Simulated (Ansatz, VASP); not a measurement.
SnO2 in VASP and in Ansatz

```
Sn O
1.0
     0.00000    2.57415    2.57415
     2.57415    0.00000    2.57415
     2.57415    2.57415    0.00000
Sn O
1 2
Cartesian
  0.0000 0.0000 0.0000
  3.8612 3.8612 3.8612
  1.2871 1.2871 1.2871
```

Alike in both runs: functional r2SCAN; k mesh 7 × 7 × 7; occupations fermi-dirac, width 0.05 eV; non-collinear spin, spin-orbit coupling.

|  | VASP | Ansatz |
| --- | --- | --- |
| version | VASP 6.6.1 | Ansatz 0.2.0 |
| potentials or method | VASP PAW PBE potentials, release 64 (Sn_d, O_h) | Ansatz PAW |
| plane-wave cutoff (eV) | 910 | 500 |
| valence electrons in the cell | 26 | 26 |
| task | single point | band structure |

|  | VASP | Ansatz | Ansatz less VASP |
| --- | --- | --- | --- |
| net moment per atom (μB) | 0.00 | 0.00 | 0.000 |

VASP's potentials were made for PBE, not for r2SCAN. With one functional, cell and mesh, what is left measures potentials, basis and numerics.

Noted on VASP's run: the cutoff is short for stress, so the pressure is rough. Noted on Ansatz's run: the k mesh misses the band edges, so the gap on the mesh is wider than the one along the path.
